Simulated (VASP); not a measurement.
The system is LiF.

```xyz
4
Lattice="2.7757 0.0000 0.0000 -1.3879 2.4038 0.0000 0.0000 0.0000 4.7827" Properties=species:S:1:pos:R:3 pbc="T T T"
Li    0.0000    0.0000    0.0000
Li    0.0000    0.0000    2.3913
F     0.0000    1.6026    1.1957
F     1.3879    0.8013    3.5870
```

Base run:

| Property | Result |
| --- | --- |
| Program | VASP 6.6.1 |
| Functional | r2SCAN |
| Potentials or basis | VASP PAW PBE potentials, release 64 (Li_sv, F) |
| Cutoff | 520 eV |
| k mesh | 12 × 12 × 6 |
| Occupations | gaussian, width 0.01 eV |
| Spin | no spin polarisation |

Its results: band gap on the k mesh 10.40 eV, direct.

Problem. The run is repeated on the same cell with these changes: functional from r2SCAN to PBE. What comes out?

Solution. Band gap on the k mesh 9.22 eV, direct.

r2SCAN gives the wider gap, since meta-GGAs in the generalised Kohn-Sham scheme recover part of the derivative discontinuity.

A k mesh can miss the band edges.
